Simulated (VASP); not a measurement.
# Zn (Im-3m) in VASP: further runs

The runs below take Zn through single point, with PBE.

Everything below comes from runs of VASP 6.6.1. Logs are shortened: lines on timing, memory, paths and dates and some standing lists are left out, and cuts for length are marked.

### 1 The cell of the first run

The structure is cubic, space group Im-3m (No. 229). The conventional cell has a = 3.138 Å, b = 3.138 Å, c = 3.138 Å, α = 90.00°, β = 90.00°, γ = 90.00°. Zn (site symmetry m-3m) has 14 Zn at 2.72 to 3.14 Å within 3.6 Å.

### 2 Single point, PBE

Input file INCAR:

```
ALGO = Normal ; EDIFF = 1E-6
ENCUT = 500 ; GGA = PE
GGA_COMPAT = F ; ISIF = 2
ISMEAR = 0 ; LASPH = T
LCHARG = F ; LREAL = F
LWAVE = F ; NBANDS = 12
NELM = 120 ; PREC = Accurate
SIGMA = 0.023
```

Input file KPOINTS:

```
k-points
0
Gamma
  12 12 12
```

Input file POSCAR:

```
Zn
1.0
   -1.5690370000      1.5690370000      1.5690370000
    1.5690370000     -1.5690370000      1.5690370000
    1.5690370000      1.5690370000     -1.5690370000
Zn
1
Direct
    0.0000000000      0.0000000000      0.0000000000
```

Potentials or basis: VASP PAW PBE potentials, release 64 (Zn).

Run with:

```console
$ cat potpaw_PBE.64/Zn/POTCAR > POTCAR
$ mpirun -np 1 vasp_std > vasp.out
```

OUTCAR:

```text
EDIFF = 1E-6
   ENCUT = 500
   GGA = PE
   ISIF = 2
   ISMEAR = 0
   LASPH = T
   LREAL = F
   NELM = 120
   PREC = Accurate

 ion  position               nearest neighbor table
   1  0.000  0.000  0.000-

  LATTYP: Found a body centered cubic cell.
 ALAT       =     3.1380740000

  Lattice vectors:

 A1 = (  -1.5690370000,   1.5690370000,   1.5690370000)
 A2 = (   1.5690370000,  -1.5690370000,   1.5690370000)
 A3 = (   1.5690370000,   1.5690370000,  -1.5690370000)

Analysis of symmetry for initial positions (statically):
=====================================================================
 Subroutine PRICEL returns:
 Original cell was already a primitive cell.

 Routine SETGRP: Setting up the symmetry group for a
 body centered cubic supercell.

 Subroutine GETGRP returns: Found 48 space group operations
 (whereof 48 operations were pure point group operations)
 out of a pool of 48 trial point group operations.

The static configuration has the point symmetry O_h .

Analysis of symmetry for dynamics (positions and initial velocities):
=====================================================================
 Subroutine PRICEL returns:
 Original cell was already a primitive cell.

 Routine SETGRP: Setting up the symmetry group for a
 body centered cubic supercell.

 Subroutine GETGRP returns: Found 48 space group operations
 (whereof 48 operations were pure point group operations)
 out of a pool of 48 trial point group operations.

The dynamic configuration has the point symmetry O_h .

 Subroutine INISYM returns: Found 48 space group operations
 (whereof 48 operations are pure point group operations),
 and found     1 'primitive' translations

----------------------------------------------------------------------------------------

                                     Primitive cell

  volume of cell :      15.4511

  direct lattice vectors                    reciprocal lattice vectors
    -1.569037000  1.569037000  1.569037000     0.000000000  0.318666800  0.318666800
     1.569037000 -1.569037000  1.569037000     0.318666800  0.000000000  0.318666800
     1.569037000  1.569037000 -1.569037000     0.318666800  0.318666800  0.000000000

  length of vectors
     2.717651803  2.717651803  2.717651803     0.450662911  0.450662911  0.450662911

  position of ions in fractional coordinates (direct lattice)
     0.000000000  0.000000000  0.000000000

  ion indices of the primitive-cell ions
   primitive index   ion index
                 1           1

----------------------------------------------------------------------------------------

 KPOINTS: k-points

Automatic generation of k-mesh.
 Grid dimensions read from file:
 generate k-points for:   12   12   12

 Generating k-lattice:

  Cartesian coordinates                     Fractional coordinates (reciprocal lattice)
     0.000000000  0.026555567  0.026555567     0.083333333  0.000000000  0.000000000
     0.026555567  0.000000000  0.026555567     0.000000000  0.083333333  0.000000000
     0.026555567  0.026555567  0.000000000     0.000000000  0.000000000  0.083333333

  Length of vectors
     0.037555243  0.037555243  0.037555243

  Shift w.r.t. Gamma in fractional coordinates (k-lattice)
     0.000000000  0.000000000  0.000000000

 Subroutine IBZKPT returns following result:
 ===========================================

 Found     72 irreducible k-points:

 Following reciprocal coordinates:
            Coordinates               Weight
  0.000000  0.000000  0.000000      1.000000
  0.083333  0.000000  0.000000     12.000000
  0.166667  0.000000  0.000000     12.000000
  0.250000  0.000000  0.000000     12.000000
  0.333333  0.000000  0.000000     12.000000
  0.416667  0.000000  0.000000     12.000000
[... 16 lines left out ...]
  0.333333  0.083333  0.083333     24.000000
  0.416667  0.083333  0.083333     12.000000
 [... further k-points ...]
   k-points           NKPTS =     72   k-points in BZ     NKDIM =     72   number of bands    NBANDS=     12
   number of dos      NEDOS =    301   number of ions     NIONS =      1
   total plane-waves  NPLWV =   8000
   dimension x,y,z NGX =    20 NGY =   20 NGZ =   20
   dimension x,y,z NGXF=    40 NGYF=   40 NGZF=   40
   ions per type =               1
   NGX,Y,Z   is equivalent  to a cutoff of  12.23, 12.23, 12.23 a.u.
   NGXF,Y,Z  is equivalent  to a cutoff of  24.47, 24.47, 24.47 a.u.
 SYSTEM =  unknown system
   PREC   = accura    normal or accurate (medium, high low for compatibility)
   ISTART =      0    job   : 0-new  1-cont  2-samecut
   ICHARG =      2    charge: 1-file 2-atom 10-const
   ISPIN  =      1    spin polarized calculation?
   LNONCOLLINEAR =      F non collinear calculations
   LSORBIT =      F    spin-orbit coupling
   LASPH  =      T    aspherical Exc in radial PAW
   ENCUT  =  500.0 eV  36.75 Ry    6.06 a.u.   4.95  4.95  4.95*2*pi/ulx,y,z
   NELM   =    120;   NELMIN=  2; NELMDL= -5     # of ELM steps
   EDIFF  = 0.1E-05   stopping-criterion for ELM
   LREAL  =      F    real-space projection
   EDIFFG = 0.1E-04   stopping-criterion for IOM
   NSW    =      0    number of steps for IOM
   IBRION =     -1    ionic relax: 0-MD 1-quasi-New 2-CG
   NFREE  =      0    steps in history (QN), initial steepest desc. (CG)
   ISIF   =      2    stress and relaxation
   ISYM   =      2    0-nonsym 1-usesym 2-fastsym
   POTIM  = 0.5000    time-step for ionic-motion
   TEBEG  =    0.0;   TEEND  =   0.0 temperature during run
   PSTRESS=    0.0 pullay stress
   NELECT =      12.0000    total number of electrons
   NUPDOWN=      -1.0000    fix difference up-down
   EMIN   =  10.00;   EMAX   =-10.00  energy-range for DOS
   EFERMI =   0.00;   METHOD = LEGACY
   ISMEAR =     0;   SIGMA  =   0.02  broadening in eV -4-tet -1-fermi 0-gaus
   EFERMI_NEDOS =   21; number of points for ismear=-14 and -15
   IALGO  =     38    algorithm
   IMIX   =      4    mixing-type and parameters
     AMIX     =   0.40;   BMIX     =  1.00
     AMIX_MAG =   1.60;   BMIX_MAG =  1.00
  volume/ion in A,a.u.               =      15.45       104.27
  Fermi-wavevector in a.u.,A,eV,Ry     =   1.504811  2.843681 30.809811  2.264457
  Thomas-Fermi vector in A             =   2.615742
   LORBIT       =      0    0 simple, 1 ext, 2 COOP (PROOUT), +10 PAW based schemes
   GGA     = PE    functional components
   LHFCALC =     F    Hartree Fock is set to
   AEXX    =    0.0000 exact exchange contribution
   IVDW    =     0    specifies the selected vdW correction
   LEPSILON=     F    determine dielectric tensor
   LRPA    =     F    only Hartree local field effects (RPA)
 non-spin polarized calculation
 Gauss-broadening in eV      SIGMA  =   0.02
  energy-cutoff  :      500.00
  volume of cell :       15.45
 maximum number of plane-waves:       402
   NGX =  9   NGY =  9   NGZ =  9

 number of electron      12.0000023 magnetization

 Free energy of the ion-electron system (eV)
  ---------------------------------------------------
  ext. energy  EPLUGINS =         0.00000000
  ---------------------------------------------------
  free energy    TOTEN  =        -1.01622928 eV

  energy without entropy =       -1.01589254  energy(sigma->0) =       -1.01606091

 E-fermi :   3.0319     XC(G=0): -11.4833

 val. band max:        3.0258146009   @ k =   0.4167   0.0833   0.0000
 cond. band min:       3.1250137666   @ k =   0.3333   0.2500   0.0833
 fundamental gap:      0.0991991657
 Fermi energy:         3.0319085336

 k-point     1 :       0.0000    0.0000    0.0000
  band No.  band energies     occupation
      1      -7.2484      2.00000
      2      -4.6680      2.00000
      3      -4.6680      2.00000
      4      -4.6680      2.00000
      5      -4.1715      2.00000
      6      -4.1715      2.00000
      7      22.0502      0.00000
      8      22.0502      0.00000
      9      22.0502      0.00000
     10      23.8006      0.00000
     11      23.8006      0.00000
     12      23.8006      0.00000

 k-point     2 :       0.0833    0.0000    0.0000
  band No.  band energies     occupation
      1      -7.0300      2.00000
      2      -4.6882      2.00000
      3      -4.6630      2.00000
      4      -4.6171      2.00000
      5      -4.1901      2.00000
      6      -4.1702      2.00000
      7      19.2968      0.00000
      8      20.6440      0.00000
      9      21.1257      0.00000
     10      22.4595      0.00000
     11      22.4612      0.00000
     12      23.5539      0.00000

 k-point     3 :       0.1667    0.0000    0.0000
  band No.  band energies     occupation
      1      -6.4031      2.00000
      2      -4.7433      2.00000
      3      -4.6340      2.00000
      4      -4.4752      2.00000
      5      -4.2257      2.00000
      6      -4.1662      2.00000
      7      15.1018      0.00000
      8      18.6153      0.00000
      9      19.3877      0.00000
     10      20.9546      0.00000
     11      21.5046      0.00000
     12      24.1550      0.00000
[... 286 lines left out ...]
 k-point    23 :       0.3333    0.0833    0.0833
  band No.  band energies     occupation
      1      -5.1499      2.00000
      2      -4.9450      2.00000
      3      -4.1903      2.00000
      4      -4.1478      2.00000
      5      -4.1416      2.00000
      6      -0.7374      2.00000
      7       4.6714      0.00000
      8      11.8487      0.00000
      9      12.5224      0.00000
     10      22.7179      0.00000
     11      23.4467      0.00000
     12      29.5163      0.00000

 k-point    24 :       0.4167    0.0833    0.0833
  band No.  band energies     occupation
      1      -5.1756      2.00000
      2      -4.9620      2.00000
      3      -4.1813      2.00000
      4      -4.1378      2.00000
      5      -4.0709      2.00000
      6       1.1247      2.00000
      7       2.3728      2.00000
      8      11.6000      0.00000
      9      12.3104      0.00000
     10      22.5302      0.00000
     11      23.3175      0.00000
     12      31.2153      0.00000

 [... further k-points ...]
[... 5 lines left out ...]
  --------------------------------------------------------------------------------------
  -------------------------------------------------------------------------------------
  Total        0.0104813      0.0104813      0.0104813      0.0000000      0.0000000     -0.0000000
  in kB        1.0868463      1.0868463      1.0868463      0.0000000      0.0000000     -0.0000000
  external PRESSURE =       1.0868463 kB  Pullay stress =       0.0000000 kB

 VOLUME and BASIS-vectors are now :
 -----------------------------------------------------------------------------
  energy-cutoff  :      500.00
  volume of cell :       15.45
      direct lattice vectors                 reciprocal lattice vectors
    -1.569037000  1.569037000  1.569037000     0.000000000  0.318666800  0.318666800
     1.569037000 -1.569037000  1.569037000     0.318666800  0.000000000  0.318666800
     1.569037000  1.569037000 -1.569037000     0.318666800  0.318666800  0.000000000

 POSITION                                       TOTAL-FORCE (eV/Angst)
 -----------------------------------------------------------------------------------
      0.00000      0.00000      0.00000         0.000000      0.000000      0.000000
 -----------------------------------------------------------------------------------
    total drift:                                0.000000      0.000000      0.000000

  FREE ENERGIE OF THE ION-ELECTRON SYSTEM (eV)
  ---------------------------------------------------
  free  energy   TOTEN  =        -1.0162292824 eV

  energy  without entropy=       -1.0158925353  energy(sigma->0) =       -1.01606091
```

Run time: 4.5 s. Hardware: 1 thread of Intel Xeon 6975P-C (Granite Rapids), shared host; peak memory 0.12 GiB.

What came out:

- Free energy: -1.0162 eV
- Pressure: 0.1 GPa
- Band gap on the k mesh: zero (band 6 reaches 7.27 eV, above the bottom of band 7 at 2.09 eV)

Levels at points of the mesh, in eV from the Fermi level:
```
           k point  band 4  band 5  band 6  band 7  band 8  band 9
(0.00, 0.00, 0.00)   -7.70   -7.20   -7.20   19.02   19.02   19.02
(0.50, 0.00, 0.00)   -7.17   -6.87   -2.59   -0.94   11.33   12.72
(0.50, 0.50, 0.50)   -6.95   -6.95    4.24    4.24    4.24    7.50
```

(Continued in part 2 of 2.)
